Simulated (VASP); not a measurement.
# BiSbS4 (P6/mmm) in VASP: single point with PBE

Aim: the single point of BiSbS4 with PBE.

All numbers are computed with VASP 6.6.1; they aren't measurements. Logs are shortened: lines on timing, memory, paths and dates and some standing lists are left out, and cuts for length are marked.

### Step 1. The cell of the first run

The structure is hexagonal, space group P6/mmm (No. 191). Conventional cell: a = 5.708 Å, b = 5.708 Å, c = 5.755 Å, α = 90.00°, β = 90.00°, γ = 120.00°. Within 3.8 Å of Sb (site symmetry 6/mmm) lie 2 Bi at 2.88 Å and 12 S at 3.44 Å. Within 3.8 Å of Bi (site symmetry 6/mmm) lie 2 Sb at 2.88 Å and 12 S at 3.80 Å. Within 2.6 Å of S (site symmetry 3m) lie 1 S at 1.97 Å.

The cell was generated, and may not be a known phase.

### Step 2. Single point, PBE

File INCAR:

```
PREC = Accurate
ENCUT = 500
EDIFF = 1E-6
ISMEAR = 0
SIGMA = 0.1
LREAL = False
LASPH = True
NELM = 120
ALGO = Normal
ISIF = 2
LWAVE = False
LCHARG = False
GGA = PE
NBANDS = 36
GGA_COMPAT = False
```

File KPOINTS:

```
Automatic mesh
0
Gamma
  6 6 8
```

File POSCAR:

```
BiSbS4
1.0
    5.7080763334      0.0000000000      0.0000000000
   -2.8540381667      4.9433391115      0.0000000000
    0.0000000000      0.0000000000      5.7554400576
Sb Bi S
1 1 4
Direct
    0.0000000000      0.0000000000      0.5000000000
    0.0000000000      0.0000000000      0.0000000000
    0.3333333333      0.6666666667      0.3286831717
    0.6666666667      0.3333333333      0.3286831717
    0.6666666667      0.3333333333      0.6713168283
    0.3333333333      0.6666666667      0.6713168283
```

Potentials or basis: VASP PAW PBE potentials, release 64 (Sb_d_GW, Bi_d, S).

Launch:

```
$ cat potpaw_PBE.64/Sb_d_GW/POTCAR potpaw_PBE.64/Bi_d/POTCAR potpaw_PBE.64/S/POTCAR > POTCAR
$ mpirun -np 1 vasp_std > vasp.out
```

OUTCAR:

```text
PREC = Accurate
   ENCUT = 500
   EDIFF = 1E-6
   ISMEAR = 0
   LREAL = False
   LASPH = True
   NELM = 120
   ISIF = 2
   GGA = PE

 ion  position               nearest neighbor table
   1  0.000  0.000  0.500-   2 2.88   2 2.88
   2  0.000  0.000  0.000-   1 2.88   1 2.88
   3  0.333  0.667  0.329-   6 1.97
   4  0.667  0.333  0.329-   5 1.97
   5  0.667  0.333  0.671-   4 1.97
   6  0.333  0.667  0.671-   3 1.97

  LATTYP: Found a hexagonal cell.
 ALAT       =     5.7080763334
 C/A-ratio  =     1.0082976683

  Lattice vectors:

 A1 = (   5.7080763334,   0.0000000000,   0.0000000000)
 A2 = (  -2.8540381667,   4.9433391115,   0.0000000000)
 A3 = (   0.0000000000,   0.0000000000,   5.7554400576)

Analysis of symmetry for initial positions (statically):
=====================================================================
 Subroutine PRICEL returns:
 Original cell was already a primitive cell.

 Routine SETGRP: Setting up the symmetry group for a
 hexagonal supercell.

 Subroutine GETGRP returns: Found 24 space group operations
 (whereof 24 operations were pure point group operations)
 out of a pool of 24 trial point group operations.

The static configuration has the point symmetry D_6h.

Analysis of symmetry for dynamics (positions and initial velocities):
=====================================================================
 Subroutine PRICEL returns:
 Original cell was already a primitive cell.

 Routine SETGRP: Setting up the symmetry group for a
 hexagonal supercell.

 Subroutine GETGRP returns: Found 24 space group operations
 (whereof 24 operations were pure point group operations)
 out of a pool of 24 trial point group operations.

The dynamic configuration has the point symmetry D_6h.

 Subroutine INISYM returns: Found 24 space group operations
 (whereof 24 operations are pure point group operations),
 and found     1 'primitive' translations

----------------------------------------------------------------------------------------

                                     Primitive cell

  volume of cell :     162.4010

  direct lattice vectors                    reciprocal lattice vectors
     5.708076333  0.000000000  0.000000000     0.175190369  0.101146207  0.000000000
[... 94 lines left out ...]
   EDIFF  = 0.1E-05   stopping-criterion for ELM
   LREAL  =      F    real-space projection
   EDIFFG = 0.1E-04   stopping-criterion for IOM
   NSW    =      0    number of steps for IOM
   IBRION =     -1    ionic relax: 0-MD 1-quasi-New 2-CG
   NFREE  =      0    steps in history (QN), initial steepest desc. (CG)
   ISIF   =      2    stress and relaxation
   ISYM   =      2    0-nonsym 1-usesym 2-fastsym
   POTIM  = 0.5000    time-step for ionic-motion
   TEBEG  =    0.0;   TEEND  =   0.0 temperature during run
   PSTRESS=    0.0 pullay stress
   NELECT =      54.0000    total number of electrons
   NUPDOWN=      -1.0000    fix difference up-down
   EMIN   =  10.00;   EMAX   =-10.00  energy-range for DOS
   EFERMI =   0.00;   METHOD = LEGACY
   ISMEAR =     0;   SIGMA  =   0.10  broadening in eV -4-tet -1-fermi 0-gaus
   EFERMI_NEDOS =   21; number of points for ismear=-14 and -15
   IALGO  =     38    algorithm
   IMIX   =      4    mixing-type and parameters
     AMIX     =   0.40;   BMIX     =  1.00
     AMIX_MAG =   1.60;   BMIX_MAG =  1.00
  volume/ion in A,a.u.               =      27.07       182.66
  Fermi-wavevector in a.u.,A,eV,Ry     =   1.134166  2.143262 17.501608  1.286332
  Thomas-Fermi vector in A             =   2.270869
   LORBIT       =      0    0 simple, 1 ext, 2 COOP (PROOUT), +10 PAW based schemes
   GGA     = PE    functional components
   LHFCALC =     F    Hartree Fock is set to
   AEXX    =    0.0000 exact exchange contribution
   IVDW    =     0    specifies the selected vdW correction
   LEPSILON=     F    determine dielectric tensor
   LRPA    =     F    only Hartree local field effects (RPA)
 non-spin polarized calculation
 Gauss-broadening in eV      SIGMA  =   0.10
  energy-cutoff  :      500.00
  volume of cell :      162.40
 maximum number of plane-waves:      4148
 NGX is ok and might be reduce to    42
   NGX = 21   NGY = 21   NGZ = 21

 number of electron      54.0000004 magnetization

 Free energy of the ion-electron system (eV)
  ---------------------------------------------------
  ext. energy  EPLUGINS =         0.00000000
  ---------------------------------------------------
  free energy    TOTEN  =       -21.14898682 eV

  energy without entropy =      -21.12941833  energy(sigma->0) =      -21.13920258

 E-fermi :   4.2945     XC(G=0):  -9.1714

 val. band max:        4.2891410035   @ k =   0.3333   0.1667   0.3750
 cond. band min:       4.3199658050   @ k =   0.3333   0.0000   0.5000
 fundamental gap:      0.0308248016
 Fermi energy:         4.2944587195

 k-point     1 :       0.0000    0.0000    0.0000
  band No.  band energies     occupation
      1     -25.2252      2.00000
      2     -25.2252      2.00000
      3     -25.1633      2.00000
      4     -25.1474      2.00000
      5     -25.1474      2.00000
      6     -18.5319      2.00000
[... 925 lines left out ...]
     35      10.8918      0.00000
     36      11.0613      0.00000

 [... further k-points ...]

------------------------ aborting loop because EDIFF is reached ----------------------------------------

  FORCE on cell =-STRESS in cart. coord.  units (eV):
  Direction    XX          YY          ZZ          XY          YZ          ZX
  --------------------------------------------------------------------------------------
  -------------------------------------------------------------------------------------
  Total       -0.0733408     -0.0733408     -0.7838349      0.0000000      0.0000000      0.0000000
  in kB       -0.7235482     -0.7235482     -7.7329722      0.0000000      0.0000000      0.0000000
  external PRESSURE =      -3.0600228 kB  Pullay stress =       0.0000000 kB

 VOLUME and BASIS-vectors are now :
 -----------------------------------------------------------------------------
  energy-cutoff  :      500.00
  volume of cell :      162.40
      direct lattice vectors                 reciprocal lattice vectors
     5.708076333  0.000000000  0.000000000     0.175190369  0.101146207  0.000000000
    -2.854038167  4.943339112  0.000000000     0.000000000  0.202292414  0.000000000
     0.000000000  0.000000000  5.755440058     0.000000000  0.000000000  0.173748660

 POSITION                                       TOTAL-FORCE (eV/Angst)
 -----------------------------------------------------------------------------------
      0.00000      0.00000      2.87772        -0.000000      0.000000      0.000000
      0.00000      0.00000      0.00000        -0.000000      0.000000      0.000000
     -0.00000      3.29556      1.89172        -0.000000      0.000000      0.181148
      2.85404      1.64778      1.89172         0.000000      0.000000      0.181148
      2.85404      1.64778      3.86372         0.000000     -0.000000     -0.181148
     -0.00000      3.29556      3.86372        -0.000000     -0.000000     -0.181148
 -----------------------------------------------------------------------------------
    total drift:                               -0.000000      0.000000      0.000000

  FREE ENERGIE OF THE ION-ELECTRON SYSTEM (eV)
  ---------------------------------------------------
  free  energy   TOTEN  =       -21.1489868233 eV

  energy  without entropy=      -21.1294183317  energy(sigma->0) =      -21.13920258
```

It took 2.8 min on 1 thread of Intel Xeon 6975P-C (Granite Rapids), shared host; peak memory 0.39 GiB.

Results:

| Quantity | Value |
| --- | --- |
| Free energy | -21.1490 eV |
| Pressure | -0.3 GPa |
| Largest force | 0.181 eV/Å |
| Band gap on the k mesh | zero (bands 27 and 28 overlap by 0.89 eV) |

Forces on the atoms (eV/Å):
```
Sb   0.000  0.000  0.000
Bi   0.000  0.000  0.000
S    0.000  0.000  0.181
S    0.000  0.000  0.181
S    0.000  0.000 -0.181
S    0.000  0.000 -0.181
```

Caveat: spin-orbit coupling is left out, which moves the levels of the heavy elements.

The gap in the log of VASP goes by the Fermi energy; the results here count the filled bands.